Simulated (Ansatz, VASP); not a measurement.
## One calculation of ScAl2N3, two programs

File INCAR:

```
ALGO = Normal
EDIFF = 1E-7
EDIFFG = -0.01
ENCUT = 600
GGA = PE
IBRION = 2
ISIF = 3
ISMEAR = 0
LASPH = True
LCHARG = False
LREAL = False
LWAVE = False
NELM = 80
NSW = 100
PREC = Accurate
SIGMA = 0.1
```

File KPOINTS:

```
k-points
0
Gamma
  12 12 12
```

File POSCAR:

```
ScAl2N3
1.0
    2.8078629901      1.6211204532      3.1839259034
   -2.8078629901      1.6211204532      3.1839259034
    0.0000000000     -3.2422409064      3.1839259034
Sc Al N
1 2 3
Direct
    0.0000000000      0.0000000000      0.0000000000
    0.2584163438      0.2584163438      0.2584163438
    0.7415836562      0.7415836562      0.7415836562
    0.0000000000      0.5000000000      0.0000000000
    0.0000000000      0.0000000000      0.5000000000
    0.5000000000      0.0000000000      0.0000000000
```

Input for Ansatz:

```yaml
crystal:
  lattice:
    - [2.8078629901, 1.6211204532, 3.1839259034]
    - [-2.8078629901, 1.6211204532, 3.1839259034]
    - [0.0, -3.2422409064, 3.1839259034]
  atoms:
    - { symbol: Sc, position: [0.0, 0.0, 0.0] }
    - { symbol: Al, position: [0.2584163438, 0.2584163438, 0.2584163438] }
    - { symbol: Al, position: [0.7415836562, 0.7415836562, 0.7415836562] }
    - { symbol: "N", position: [0.0, 0.5, 0.0] }
    - { symbol: "N", position: [0.0, 0.0, 0.5] }
    - { symbol: "N", position: [0.5, 0.0, 0.0] }
basis:
  ecutwfc: 420
kpoints:
  mp_grid: { grid: [12, 12, 12] }
hamiltonian:
  xc: pbe
scf:
  occupations: { method: gaussian, width: 0.1 }
output:
  forces: true
  stress: true
  eigenvalues: true
relax:
  adjacent_minimum: "off"
  f_tol: 0.01
  max_steps: 80
  cell: { stress_tol: 0.05 }
```

Change from the starting cell: species swapped into the Ho2AlFe3 type (R-3m, No. 166).

Alike in both runs: task relaxation of cell and atoms; functional PBE; k mesh 12 × 12 × 12; occupations gaussian, width 0.1 eV; no spin polarisation.

```csv
,VASP,Ansatz
version,VASP 6.6.1,Ansatz 0.2.0
potentials or method,"VASP PAW PBE potentials, release 64 (Sc_sv, Al, N), cutoff 600 eV","scalar-relativistic, plane waves, PAW"
valence electrons in the cell,32,32
```

|  | VASP | Ansatz | Ansatz less VASP |
| --- | --- | --- | --- |
| gap on the k mesh at the Fermi level, each at its own relaxed structure (eV) | none | none | - |
| relaxed volume (Å³/atom) | 14.56 | 14.52 | -0.035 |
| relaxed cell length with the largest relative difference (Å) | 4.553 | 4.548 | -0.0051 |

A gap of «none» marks a metal or a gap that the smearing closes.
